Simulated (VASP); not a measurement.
A run of VASP 6.6.1 is set up as follows.

File POSCAR:

```
BaTiO3
1.0
    3.9672394100      0.0000000000      0.0000000000
    0.0000000000      3.9672394100      0.0000000000
    0.0000000000      0.0000000000      3.9672394100
Ba Ti O
1 1 3
Direct
    0.5000000000      0.5000000000      0.5000000000
    0.0000000000      0.0000000000      0.0000000000
    0.5000000000      0.0000000000      0.0000000000
    0.0000000000      0.5000000000      0.0000000000
    0.0000000000      0.0000000000      0.5000000000
```

The input INCAR.step1:

```
ALGO = Normal ; EDIFF = 1E-5
ENCUT = 1480 ; GGA = PE
GGA_COMPAT = False ; ISMEAR = 0
LASPH = True ; LCHARG = False
LREAL = False ; LWAVE = True
NBANDS = 28 ; NELM = 120
PREC = Accurate ; SIGMA = 0.05
```

File INCAR.step2:

```
ALGO = Normal ; EDIFF = 1E-6
ENCUT = 1480 ; GGA_COMPAT = False
ISIF = 2 ; ISMEAR = 0
ISTART = 1 ; LASPH = True
LCHARG = False ; LMIXTAU = True
LREAL = False ; LWAVE = False
METAGGA = R2SCAN ; NBANDS = 28
NELM = 120 ; PREC = Accurate
SIGMA = 0.05
```

KPOINTS

```
k-points
0
Gamma
  6 6 6
```

Potentials or basis: VASP PAW PBE potentials, release 64 (Ba_sv, Ti_sv, O_h).

Run with:

```console
$ cat potpaw_PBE.64/Ba_sv/POTCAR potpaw_PBE.64/Ti_sv/POTCAR potpaw_PBE.64/O_h/POTCAR > POTCAR
$ cp INCAR.step1 INCAR
$ mpirun -np 1 vasp_std > vasp.out
$ cp INCAR.step2 INCAR
$ mpirun -np 1 vasp_std > vasp.out
```

Question: What does it give for the pressure?

Answer: 5.9 GPa.

Question: Estimate the band gap on the k mesh.

Answer: 2.21 eV (least direct gap 2.33 eV).

Caveat: the cell stands under pressure; the PAW data sets were made with another functional, which shifts forces and pressure a little; spin-orbit coupling is left out, which moves the levels of the heavy elements. r2SCAN opens gaps a little over a GGA but as a rule still falls short of measured ones.
